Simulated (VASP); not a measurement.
# Ru (P6_3/mmc) in VASP: a series of runs

Ru is run at these levels: PBEsol; tasks: single point.

Program: VASP 6.6.1. These are calculated values, not measurements. Logs are shortened: lines on timing, memory, paths and dates and some standing lists are left out, and cuts for length are marked.

**1. The cell of the first run**

It takes space group P6_3/mmc (No. 194, hexagonal). The conventional cell has a = 2.706 Å, b = 2.706 Å, c = 4.657 Å, α = 90.00°, β = 90.00°, γ = 120.00°. Ru (site symmetry -6m2) has 12 Ru at 2.71 to 2.80 Å within 3.6 Å.

**2. Single point, PBEsol (strain +0.0875 x Voigt [0, 0, 1, 0, 0, 0])**

Input file INCAR:

```
ALGO = Fast
EDIFF = 1E-6
ENCUT = 520
GGA = PS
ISIF = 2
ISMEAR = 0
LASPH = True
LCHARG = False
LREAL = False
LWAVE = False
NBANDS = 21
NELM = 60
PREC = Accurate
SIGMA = 0.15
```

Input file KPOINTS:

```
k-points
0
Gamma
  24 24 12
```

Input file POSCAR:

```
Ru
1.0
    2.7057993342      0.0000000000      0.0000000000
   -1.3528996671      2.3432909610      0.0000000000
    0.0000000000      0.0000000000      4.6565662500
Ru
2
Direct
    0.3333333333      0.6666666667      0.2500000000
    0.6666666667      0.3333333333      0.7500000000
```

Potentials or basis: VASP PAW PBE potentials, release 64 (Ru_pv).

Command:

```console
$ cat potpaw_PBE.64/Ru_pv/POTCAR > POTCAR
$ mpirun -np 1 vasp_std > vasp.out
```

OUTCAR:

```text
EDIFF = 1E-6
   ENCUT = 520
   GGA = PS
   ISIF = 2
   ISMEAR = 0
   LASPH = True
   LREAL = False
   NELM = 60
   PREC = Accurate

 ion  position               nearest neighbor table
   1  0.333  0.667  0.250-   2 2.80   2 2.80   2 2.80   2 2.80   2 2.80   2 2.80
   2  0.667  0.333  0.750-   1 2.80   1 2.80   1 2.80   1 2.80   1 2.80   1 2.80

  LATTYP: Found a hexagonal cell.
 ALAT       =     2.7057993342
 C/A-ratio  =     1.7209577189

  Lattice vectors:

 A1 = (   2.7057993342,   0.0000000000,   0.0000000000)
 A2 = (  -1.3528996671,   2.3432909610,   0.0000000000)
 A3 = (   0.0000000000,   0.0000000000,   4.6565662500)

Analysis of symmetry for initial positions (statically):
=====================================================================
 Subroutine PRICEL returns:
 Original cell was already a primitive cell.

 Routine SETGRP: Setting up the symmetry group for a
 hexagonal supercell.

 Subroutine GETGRP returns: Found 24 space group operations
 (whereof 12 operations were pure point group operations)
 out of a pool of 24 trial point group operations.

The static configuration has the point symmetry D_3d.
 The point group associated with its full space group is D_6h.

Analysis of symmetry for dynamics (positions and initial velocities):
=====================================================================
 Subroutine PRICEL returns:
 Original cell was already a primitive cell.

 Routine SETGRP: Setting up the symmetry group for a
 hexagonal supercell.

 Subroutine GETGRP returns: Found 24 space group operations
 (whereof 12 operations were pure point group operations)
 out of a pool of 24 trial point group operations.

The dynamic configuration has the point symmetry D_3d.
 The point group associated with its full space group is D_6h.

 Subroutine INISYM returns: Found 24 space group operations
 (whereof 12 operations are pure point group operations),
 and found     1 'primitive' translations

----------------------------------------------------------------------------------------

                                     Primitive cell

  volume of cell :      29.5248

  direct lattice vectors                    reciprocal lattice vectors
     2.705799334  0.000000000  0.000000000     0.369576556  0.213375124  0.000000000
    -1.352899667  2.343290961  0.000000000     0.000000000  0.426750249  0.000000000
     0.000000000  0.000000000  4.656566250     0.000000000  0.000000000  0.214750515

  length of vectors
     2.705799334  2.705799334  4.656566250     0.426750249  0.426750249  0.214750515

  position of ions in fractional coordinates (direct lattice)
     0.333333333  0.666666667  0.250000000
     0.666666667  0.333333333  0.750000000

  ion indices of the primitive-cell ions
   primitive index   ion index
                 1           1
                 2           2

----------------------------------------------------------------------------------------

 KPOINTS: k-points

Automatic generation of k-mesh.
 Grid dimensions read from file:
 generate k-points for:   24   24   12

 Generating k-lattice:

  Cartesian coordinates                     Fractional coordinates (reciprocal lattice)
     0.015399023  0.008890630  0.000000000     0.041666667  0.000000000  0.000000000
     0.000000000  0.017781260  0.000000000     0.000000000  0.041666667  0.000000000
     0.000000000  0.000000000  0.017895876     0.000000000  0.000000000  0.083333333

  Length of vectors
     0.017781260  0.017781260  0.017895876

  Shift w.r.t. Gamma in fractional coordinates (k-lattice)
     0.000000000  0.000000000  0.000000000

 Subroutine IBZKPT returns following result:
 ===========================================

 Found    427 irreducible k-points:

 Following reciprocal coordinates:
            Coordinates               Weight
  0.000000  0.000000  0.000000      1.000000
  0.041667  0.000000  0.000000      6.000000
  0.083333  0.000000  0.000000      6.000000
  0.125000  0.000000  0.000000      6.000000
  0.166667  0.000000  0.000000      6.000000
  0.208333  0.000000  0.000000      6.000000
[... 16 lines left out ...]
  0.416667  0.041667  0.000000     12.000000
  0.458333  0.041667  0.000000     12.000000
 [... further k-points ...]
   k-points           NKPTS =    427   k-points in BZ     NKDIM =    427   number of bands    NBANDS=     21
   number of dos      NEDOS =    301   number of ions     NIONS =      2
   total plane-waves  NPLWV =  14400
   dimension x,y,z NGX =    20 NGY =   20 NGZ =   36
   dimension x,y,z NGXF=    40 NGYF=   40 NGZF=   72
   ions per type =               2
   NGX,Y,Z   is equivalent  to a cutoff of  12.29, 12.29, 12.85 a.u.
   NGXF,Y,Z  is equivalent  to a cutoff of  24.58, 24.58, 25.71 a.u.
 SYSTEM =  unknown system
   PREC   = accura    normal or accurate (medium, high low for compatibility)
   ISTART =      0    job   : 0-new  1-cont  2-samecut
   ICHARG =      2    charge: 1-file 2-atom 10-const
   ISPIN  =      1    spin polarized calculation?
   LNONCOLLINEAR =      F non collinear calculations
   LSORBIT =      F    spin-orbit coupling
   LASPH  =      T    aspherical Exc in radial PAW
   ENCUT  =  520.0 eV  38.22 Ry    6.18 a.u.   5.03  5.03  8.66*2*pi/ulx,y,z
   NELM   =     60;   NELMIN=  2; NELMDL= -5     # of ELM steps
   EDIFF  = 0.1E-05   stopping-criterion for ELM
   LREAL  =      F    real-space projection
   EDIFFG = 0.1E-04   stopping-criterion for IOM
   NSW    =      0    number of steps for IOM
   IBRION =     -1    ionic relax: 0-MD 1-quasi-New 2-CG
   NFREE  =      0    steps in history (QN), initial steepest desc. (CG)
   ISIF   =      2    stress and relaxation
   ISYM   =      2    0-nonsym 1-usesym 2-fastsym
   POTIM  = 0.5000    time-step for ionic-motion
   TEBEG  =    0.0;   TEEND  =   0.0 temperature during run
   PSTRESS=    0.0 pullay stress
   NELECT =      28.0000    total number of electrons
   NUPDOWN=      -1.0000    fix difference up-down
   EMIN   =  10.00;   EMAX   =-10.00  energy-range for DOS
   EFERMI =   0.00;   METHOD = LEGACY
   ISMEAR =     0;   SIGMA  =   0.15  broadening in eV -4-tet -1-fermi 0-gaus
   EFERMI_NEDOS =   21; number of points for ismear=-14 and -15
   IALGO  =     68    algorithm
   IMIX   =      4    mixing-type and parameters
     AMIX     =   0.40;   BMIX     =  1.00
     AMIX_MAG =   1.60;   BMIX_MAG =  1.00
  volume/ion in A,a.u.               =      14.76        99.62
  Fermi-wavevector in a.u.,A,eV,Ry     =   1.608416  3.039465 35.198288  2.587001
  Thomas-Fermi vector in A             =   2.704289
   LORBIT       =      0    0 simple, 1 ext, 2 COOP (PROOUT), +10 PAW based schemes
   GGA     = PS    functional components
   LHFCALC =     F    Hartree Fock is set to
   AEXX    =    0.0000 exact exchange contribution
   IVDW    =     0    specifies the selected vdW correction
   LEPSILON=     F    determine dielectric tensor
   LRPA    =     F    only Hartree local field effects (RPA)
 non-spin polarized calculation
 RMM-DIIS sequential band-by-band and
 Gauss-broadening in eV      SIGMA  =   0.15
  energy-cutoff  :      520.00
  volume of cell :       29.52
 maximum number of plane-waves:       825
 NGX is ok and might be reduce to    20
   NGX =  9   NGY =  9   NGZ = 17

 number of electron      28.0000004 magnetization

 Free energy of the ion-electron system (eV)
  ---------------------------------------------------
  ext. energy  EPLUGINS =         0.00000000
  ---------------------------------------------------
  free energy    TOTEN  =       -19.90048975 eV

  energy without entropy =      -19.88078867  energy(sigma->0) =      -19.89063921

 E-fermi :  11.2350     XC(G=0): -13.7654

 val. band max:       11.2332013318   @ k =   0.3333   0.0000   0.3333
 cond. band min:      11.2363685025   @ k =   0.1250   0.1250   0.3333
 fundamental gap:      0.0031671708
 Fermi energy:        11.2349720379

 k-point     1 :       0.0000    0.0000    0.0000
  band No.  band energies     occupation
      1     -31.9765      2.00000
      2     -31.2713      2.00000
      3     -31.2705      2.00000
      4     -31.2705      2.00000
      5     -31.1888      2.00000
      6     -31.1888      2.00000
[... 13 lines left out ...]
     20      21.6423      0.00000
     21      21.6461      0.00000

 k-point     2 :       0.0417    0.0000    0.0000
  band No.  band energies     occupation
      1     -31.9721      2.00000
      2     -31.2832      2.00000
      3     -31.2742      2.00000
      4     -31.2723      2.00000
      5     -31.2018      2.00000
      6     -31.1911      2.00000
[... 13 lines left out ...]
     20      21.6425      0.00000
     21      21.6459      0.00000

 k-point     3 :       0.0833    0.0000    0.0000
  band No.  band energies     occupation
      1     -31.9591      2.00000
      2     -31.3206      2.00000
      3     -31.2850      2.00000
      4     -31.2753      2.00000
      5     -31.2399      2.00000
      6     -31.1979      2.00000
[... 13 lines left out ...]
     20      21.6422      0.00000
     21      21.6458      0.00000

 k-point     4 :       0.1250    0.0000    0.0000
  band No.  band energies     occupation
      1     -31.9379      2.00000
      2     -31.3799      2.00000
      3     -31.3019      2.00000
      4     -31.2999      2.00000
      5     -31.2805      2.00000
      6     -31.2090      2.00000
[... 13 lines left out ...]
     20      21.6423      0.00000
     21      21.6456      0.00000

 k-point     5 :       0.1667    0.0000    0.0000
  band No.  band energies     occupation
      1     -31.9094      2.00000
      2     -31.4571      2.00000
      3     -31.3772      2.00000
      4     -31.3237      2.00000
      5     -31.2881      2.00000
      6     -31.2236      2.00000
[... 13 lines left out ...]
     20      21.6423      0.00000
     21      21.6453      0.00000

 k-point     6 :       0.2083    0.0000    0.0000
  band No.  band energies     occupation
      1     -31.8748      2.00000
      2     -31.5467      2.00000
      3     -31.4658      2.00000
      4     -31.3487      2.00000
      5     -31.2983      2.00000
      6     -31.2408      2.00000
[... 13 lines left out ...]
     20      21.6420      0.00000
     21      21.6449      0.00000

 k-point     7 :       0.2500    0.0000    0.0000
  band No.  band energies     occupation
      1     -31.8354      2.00000
      2     -31.6426      2.00000
      3     -31.5594      2.00000
      4     -31.3751      2.00000
      5     -31.3114      2.00000
      6     -31.2596      2.00000
[... 13 lines left out ...]
     20      21.6427      0.00000
     21      21.6459      0.00000
[... 291 lines left out ...]
      1     -31.7826      2.00000
      2     -31.7690      2.00000
      3     -31.6972      2.00000
      4     -31.4181      2.00000
      5     -31.3375      2.00000
      6     -31.2947      2.00000
[... 13 lines left out ...]
     20      21.6409      0.00000
     21      23.1419      0.00000

 k-point    21 :       0.3333    0.0417    0.0000
  band No.  band energies     occupation
      1     -31.8644      2.00000
      2     -31.7738      2.00000
      3     -31.7264      2.00000
      4     -31.4417      2.00000
      5     -31.3573      2.00000
      6     -31.3119      2.00000
[... 13 lines left out ...]
     20      21.6405      0.00000
     21      21.9132      0.00000

 k-point    22 :       0.3750    0.0417    0.0000
  band No.  band energies     occupation
      1     -31.9309      2.00000
      2     -31.8358      2.00000
      3     -31.6870      2.00000
      4     -31.4607      2.00000
      5     -31.3781      2.00000
      6     -31.3259      2.00000
[... 13 lines left out ...]
     20      21.1810      0.00000
     21      25.2306      0.00000

 k-point    23 :       0.4167    0.0417    0.0000
  band No.  band energies     occupation
      1     -31.9778      2.00000
      2     -31.8793      2.00000
      3     -31.6549      2.00000
      4     -31.4740      2.00000
      5     -31.3969      2.00000
      6     -31.3359      2.00000
[... 13 lines left out ...]
     20      21.2044      0.00000
     21      24.6755      0.00000

 k-point    24 :       0.4583    0.0417    0.0000
  band No.  band energies     occupation
      1     -32.0020      2.00000
      2     -31.9017      2.00000
      3     -31.6360      2.00000
      4     -31.4809      2.00000
      5     -31.4089      2.00000
      6     -31.3411      2.00000
[... 13 lines left out ...]
     20      21.5485      0.00000
     21      24.3664      0.00000

 [... further k-points ...]

------------------------ aborting loop because EDIFF is reached ----------------------------------------

  FORCE on cell =-STRESS in cart. coord.  units (eV):
  Direction    XX          YY          ZZ          XY          YZ          ZX
  --------------------------------------------------------------------------------------
  -------------------------------------------------------------------------------------
  Total       -2.9729710     -2.9729710     -8.6523525      0.0000000      0.0000000      0.0000000
  in kB     -161.3294568   -161.3294568   -469.5233521      0.0000000      0.0000000      0.0000000
  external PRESSURE =    -264.0607553 kB  Pullay stress =       0.0000000 kB

 VOLUME and BASIS-vectors are now :
 -----------------------------------------------------------------------------
  energy-cutoff  :      520.00
  volume of cell :       29.52
      direct lattice vectors                 reciprocal lattice vectors
     2.705799334  0.000000000  0.000000000     0.369576556  0.213375124  0.000000000
    -1.352899667  2.343290961  0.000000000     0.000000000  0.426750249  0.000000000
     0.000000000  0.000000000  4.656566250     0.000000000  0.000000000  0.214750515

 POSITION                                       TOTAL-FORCE (eV/Angst)
 -----------------------------------------------------------------------------------
     -0.00000      1.56219      1.16414         0.000000      0.000000      0.000000
      1.35290      0.78110      3.49242        -0.000000      0.000000      0.000000
 -----------------------------------------------------------------------------------
    total drift:                               -0.000000      0.000000     -0.000000

  FREE ENERGIE OF THE ION-ELECTRON SYSTEM (eV)
  ---------------------------------------------------
  free  energy   TOTEN  =       -19.9004897518 eV

  energy  without entropy=      -19.8807886738  energy(sigma->0) =      -19.89063921
```

Wall time 2.9 min (1 thread of Intel Xeon 8259CL, shared host); peak memory 0.31 GiB.

What came out:

| Item | Value |
| --- | --- |
| Free energy | -19.9005 eV |
| Pressure | -26.4 GPa |
| Band gap on the k mesh | zero (bands 14 and 15 overlap by 2.56 eV) |

Levels at points of the mesh, in eV from the Fermi level:
| k point | band 11 | band 12 | band 13 | band 14 | band 15 | band 16 | band 17 | band 18 |
| --- | --- | --- | --- | --- | --- | --- | --- | --- |
| (0.00, 0.00, 0.00) | -2.24 | -1.81 | -1.81 | -0.66 | -0.66 | 0.34 | 1.07 | 1.07 |
| (0.50, 0.00, 0.00) | -2.12 | -1.71 | -1.39 | 1.37 | 1.70 | 1.93 | 3.78 | 5.72 |
| (0.00, 0.00, 0.50) | -2.25 | -2.25 | -2.25 | -2.25 | 0.49 | 0.49 | 0.49 | 0.49 |
| (0.50, 0.00, 0.50) | -0.66 | -0.66 | 0.40 | 0.40 | 1.83 | 1.83 | 3.10 | 3.10 |

Caveat: the cell differs from its parent crystal (strain +0.0875 x Voigt [0, 0, 1, 0, 0, 0]); the cell stands under tension; the PAW data sets were made with another functional, which shifts forces and pressure a little.

**3. Single point, PBEsol (strain +0.1000 x Voigt [0, 0, 1, 0, 0, 0])**

Input file INCAR:

```
SYSTEM = Ru
PREC = Accurate
ENCUT = 520
EDIFF = 1E-6
ISMEAR = 0
SIGMA = 0.15
LREAL = .FALSE.
LASPH = .TRUE.
NELM = 80
ALGO = Fast
ISIF = 2
LWAVE = .FALSE.
LCHARG = .FALSE.
GGA = PS
NBANDS = 21
```

Input file KPOINTS:

```
regular mesh
0
G
  24 24 12
  0 0 0
```

Changes to POSCAR since step 2:

```diff
@@ -4,3 +4,3 @@
    -1.3528996671      2.3432909610      0.0000000000
-    0.0000000000      0.0000000000      4.6565662500
+    0.0000000000      0.0000000000      4.7100900000
 Ru
```

Potentials or basis: VASP PAW PBE potentials, release 64 (Ru_pv).

Command:

```console
$ cat potpaw_PBE.64/Ru_pv/POTCAR > POTCAR
$ mpirun -np 1 vasp_std > vasp.out
```

Run time: 2.8 min. Hardware: 1 thread of Intel Xeon 8259CL, shared host; peak memory 0.31 GiB.

The run converged. Its results:

- Free energy: -19.7978 eV
- Pressure: -28.1 GPa
- Band gap on the k mesh: zero (bands 14 and 15 overlap by 2.50 eV)

Stress tensor (GPa, compression positive):
```
-17.01   0.00   0.00
  0.00 -17.01   0.00
  0.00   0.00 -50.24
```

Levels at points of the mesh, in eV from the Fermi level:
```tsv
k point	band 11	band 12	band 13	band 14	band 15	band 16	band 17	band 18
(0.00, 0.00, 0.00)	-2.20	-1.79	-1.79	-0.58	-0.58	0.24	1.05	1.05
(0.50, 0.00, 0.00)	-2.01	-1.72	-1.33	1.30	1.73	1.94	3.74	5.67
(0.00, 0.00, 0.50)	-2.20	-2.20	-2.20	-2.20	0.49	0.49	0.49	0.49
(0.50, 0.00, 0.50)	-0.62	-0.62	0.40	0.40	1.85	1.85	3.06	3.06
```

Caveat: the cell differs from its parent crystal (strain +0.1000 x Voigt [0, 0, 1, 0, 0, 0]); the cell stands under tension; the PAW data sets were made with another functional, which shifts forces and pressure a little.
